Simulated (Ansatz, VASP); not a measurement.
**One calculation of Be, two programs**

```
Be
1.0
     2.24714    0.00018    0.00005
    -1.12342    1.94641   -0.00021
     0.00031   -0.00121   14.31510
Be
8
Cartesian
  0.0000 0.0009 0.0000
  0.0000 -0.0013 7.1578
  0.0000 -0.0007 3.5786
  0.0004 -0.0008 10.7363
  0.0003 1.2962 5.3681
  0.0007 1.2970 12.5255
  1.1235 0.6495 1.7893
  1.1237 0.6481 8.9470
```

Change from the starting cell: dhcp type (P6_3/mmc, No. 194); cell x2, atoms moved at random (sigma 0.15 Å) and cell strained at random (1.5 %), then relaxed without symmetry.

Alike in both runs: functional PBEsol; k mesh 12 × 12 × 2; occupations gaussian, width 0.1 eV; no spin polarisation.

Ansatz relaxed the structure, and its values are those at the end. VASP's run is a single point on that final structure, the one shown.

|  | VASP | Ansatz |
| --- | --- | --- |
| version | VASP 6.6.1 | Ansatz 0.2.0 |
| potentials or method | VASP PAW PBE potentials, release 64 (Be), cutoff 520 eV | scalar-relativistic, plane waves, PAW |
| valence electrons in the cell | 16 | 16 |

|  | VASP | Ansatz | Ansatz less VASP |
| --- | --- | --- | --- |
| gap on the k mesh at the Fermi level (eV) | none | none | - |
| pressure (GPa) | 0.3 | 0.0 | -0.37 |

VASP's potentials were made for PBE, not for PBEsol. A gap of «none» marks a metal or a gap that the smearing closes.
